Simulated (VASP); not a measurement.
Write the native input for VASP 6.6.1 that does the following.

* Task: single point
* Functional: PBE
* Potentials or basis: VASP PAW PBE potentials, release 64 (Ga_d, N)
* Cutoff: 520 eV
* k mesh: 10 × 10 × 10
* Occupations: fermi-dirac, width 0.02 eV
* Spin: no spin polarisation
* Dipole correction: no
* Further INCAR settings: ALGO = Normal; EDIFF = 1e-06; NBANDS = 16

The structure of GaN lies in POSCAR:

```
GaN
1.0
    0.0000000000      2.1339983450      2.1339983450
    2.1339983450      0.0000000000      2.1339983450
    2.1339983450      2.1339983450      0.0000000000
Ga N
1 1
Direct
    0.0000000000      0.0000000000      0.0000000000
    0.5000000000      0.5000000000      0.5000000000
```

One way to write it, as run:

INCAR

```
PREC     = Accurate       # precision mode
ENCUT    = 520            # plane-wave cutoff, eV
EDIFF    = 1E-6           # SCF threshold, eV
ISMEAR   = -1             # smearing method
SIGMA    = 0.02           # smearing width, eV
LREAL    = False          # projectors in reciprocal space
LASPH    = True           # aspherical terms in the spheres
NELM     = 80             # most SCF steps
ALGO     = Normal         # electronic algorithm
ISIF     = 2              # what is computed and relaxed
LWAVE    = False          # write WAVECAR
LCHARG   = False          # write CHGCAR
GGA      = PE             # functional
NBANDS   = 16             # bands
```

KPOINTS

```
Automatic mesh
0
Gamma
  10 10 10
```

Potentials or basis: VASP PAW PBE potentials, release 64 (Ga_d, N).

The run is started by

```sh
$ cat potpaw_PBE.64/Ga_d/POTCAR potpaw_PBE.64/N/POTCAR > POTCAR
$ mpirun -np 1 vasp_std > vasp.out
```

It gave:

- Pressure: 0.8 GPa
- Band gap on the k mesh: 0.44 eV (least direct gap 2.39 eV)

Caveat: the structure was generated, so it needn't be the stable form of GaN.

Wall time 33 s on 1 thread of Intel Xeon 8259CL, on a shared host, peak memory 0.14 GiB.
